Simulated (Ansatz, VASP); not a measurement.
## One calculation of TeP2, two programs

```
CELL_PARAMETERS angstrom
0.00000 2.32937 6.06659
2.32936 0.00000 6.06659
2.32936 2.32937 0.00000
ATOMIC_POSITIONS crystal
Te 0.50000 0.50000 0.50000
P 0.27024 0.27024 0.72976
P 0.72976 0.72976 0.27024
```

Change from the starting cell: species swapped into the AlAg2 type (Cmcm, No. 63).

Alike in both runs: functional PBE; k mesh 14 × 14 × 14; occupations gaussian, width 0.1 eV; no spin polarisation.

Ansatz relaxed the structure, and its values are those at the end. VASP's run is a single point on that final structure, the one shown.

|  | VASP | Ansatz |
| --- | --- | --- |
| version | VASP 6.6.1 | Ansatz 0.2.0 |
| potentials or method | VASP PAW PBE potentials, release 64 (Te, P), cutoff 520 eV | scalar-relativistic, plane waves, PAW |
| valence electrons in the cell | 16 | 26 |

|  | VASP | Ansatz | Ansatz less VASP |
| --- | --- | --- | --- |
| gap on the k mesh at the Fermi level (eV) | none | none | - |
| pressure (GPa) | -0.1 | 0.0 | +0.13 |
| rms of the force components (eV/Å) | 0.003 | 0.000 | -0.0028 |

A gap of «none» marks a metal or a gap that the smearing closes. VASP's potentials hold 16 valence electrons a cell and Ansatz's 26, so a difference there can come from the potentials and not from the codes.

Spin-orbit coupling is off throughout.
